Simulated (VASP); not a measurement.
## CsI: relaxation of the atoms with r2SCAN

The system is CsI.

```
Cs I
1.0
     4.66968    0.00000    0.00000
     0.00000    4.66968    0.00000
     0.00000    0.00000    4.66968
Cs I
1 1
Direct
  0.00000 0.00000 0.00000
  0.50000 0.50000 0.50000
```

```
Program                : VASP 6.6.1
Task                   : relaxation of the atoms
Functional             : r2SCAN
Potentials or basis    : VASP PAW PBE potentials, release 64 (Cs_sv, I)
Cutoff                 : 500 eV
k mesh                 : 6 × 6 × 6
Occupations            : fermi-dirac, width 0.02 eV
Spin                   : no spin polarisation
Dipole correction      : no
Further INCAR settings : ALGO = Normal; EDIFF = 1e-07; IBRION = 2; EDIFFG = -0.01; NSW = 50
```

- Pressure after relaxing: -0.4 GPa
- Band gap on the k mesh: 4.36 eV (least direct gap 4.46 eV)

Final structure:
```xyz
2
Lattice="4.6697 0.0000 0.0000 0.0000 4.6697 0.0000 0.0000 0.0000 4.6697" Properties=species:S:1:pos:R:3 pbc="T T T"
Cs    0.0000    0.0000    0.0000
I     2.3348    2.3348    2.3348
```

Levels at points of the mesh, in eV from the valence-band top:
```csv
k point,band 5,band 6,band 7,band 8,band 9,band 10,band 11,band 12
"(0.00, 0.00, 0.00)",-7.39,-0.10,-0.10,-0.10,4.36,4.70,4.70,8.26
"(0.50, 0.00, 0.00)",-7.34,-1.40,-0.21,-0.21,5.67,6.85,7.04,7.38
"(0.50, 0.50, 0.00)",-7.31,-0.82,-0.82,0.00,4.76,5.48,6.65,6.65
"(0.50, 0.50, 0.50)",-7.59,-1.16,-1.16,-1.16,7.53,7.53,7.53,8.22
```

It took 110 s on 1 thread of Oxide Virtual Turin-like Processor (shared host), peak memory 0.18 GiB.

Caveat: the relaxation stopped at its first step, so nothing moved; the PAW data sets were made with another functional, which shifts forces and pressure a little; spin-orbit coupling is left out, which moves the levels of the heavy elements. A k mesh can miss the band edges.
